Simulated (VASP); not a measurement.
Set up this calculation in VASP 6.6.1, as the native input.

```
Task                   : single point
Functional             : PBE
Potentials or basis    : VASP PAW PBE potentials, release 64 (In_d, P)
Cutoff                 : 520 eV
k mesh                 : 4 × 4 × 1
Occupations            : fermi-dirac, width 0.1 eV
Spin                   : no spin polarisation
Dipole correction      : yes
Further INCAR settings : ALGO = Normal; EDIFF = 1e-06; NBANDS = 26
```

The structure of InP lies in POSCAR:

```
InP
1.0
    4.1443528445      0.0000000000      0.0000000000
    2.0721764223      3.5891148456      0.0000000000
    0.0000000000      0.0000000000     16.2298124097
In P
2 2
Direct
    0.0000000000      0.0000000000      0.3696900401
    0.3333333333      0.3333333333      0.5781859760
    0.3333333333      0.3333333333      0.4218140240
    0.6666666667      0.6666666667      0.6303099599
```

One way to write it, as run:

INCAR

```
PREC     = Accurate       # precision mode
ENCUT    = 520            # plane-wave cutoff, eV
EDIFF    = 1E-6           # SCF threshold, eV
ISMEAR   = -1             # smearing method
SIGMA    = 0.1            # smearing width, eV
LREAL    = False          # projectors in reciprocal space
LASPH    = True           # aspherical terms in the spheres
NELM     = 80             # most SCF steps
ALGO     = Normal         # electronic algorithm
ISIF     = 2              # what is computed and relaxed
LWAVE    = False          # write WAVECAR
LCHARG   = False          # write CHGCAR
LDIPOL   = True         
IDIPOL   = 3            
DIPOL    = 0.5 0.5 0.500
GGA      = PE             # functional
NBANDS   = 26             # bands
```

KPOINTS

```
Automatic mesh
0
Gamma
  4 4 1
```

Potentials or basis: VASP PAW PBE potentials, release 64 (In_d, P).

The run is started by

```bash
$ cat potpaw_PBE.64/In_d/POTCAR potpaw_PBE.64/P/POTCAR > POTCAR
$ mpirun -np 1 vasp_std > vasp.out
```

Results of the run:

| Quantity | Value |
| --- | --- |
| Largest force | 1.164 eV/Å |
| Band gap on the k mesh | 0.22 eV, indirect (least direct gap 0.52 eV) |

Caveat: the k points lie up to 0.44 Å⁻¹ apart; spin-orbit coupling is left out, which moves the levels of the heavy elements.

Wall time 90 s on 1 thread of Intel Xeon 6975P-C (shared host), peak memory 0.34 GiB.
